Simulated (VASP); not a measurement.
Runs of VASP 6.6.1 on AgI. The structure is that of space group F-43m (No. 216), or close to it. The cells are those of the table. 

| cell | gap on the mesh (eV) | pressure (GPa) |
| --- | --- | --- |
| a = 4.592 Å, angles 60.0°, 2 atoms | 1.20 | -0.7 |
| a = 4.500 Å, angles 60.0°, 2 atoms | 1.20 | 1.6 |
| a = 4.546 Å, angles 60.0°, 2 atoms | 1.20 | (b) |
| a = 4.637 Å, angles 60.0°, 2 atoms | 1.21 | (a) |
| a = 4.682 Å, angles 60.0°, 2 atoms | 1.21 | -2.2 |

Alike in all rows: task single point; level PBEsol; potentials or basis VASP PAW PBE potentials, release 64 (Ag, I); no spin polarisation; k mesh 5 × 5 × 5; cutoff (eV) 500; smearing gaussian 0.01 eV.

Problem. Fill in the values left out.

Solution. (a) -1.5; (b) 0.4.

Caveats: the PAW data sets were made with another functional, which shifts forces and pressure a little; spin-orbit coupling is left out, which moves the levels of the heavy elements.

A k mesh can miss the band edges, and the runs leave out spin-orbit coupling on Ag, I.
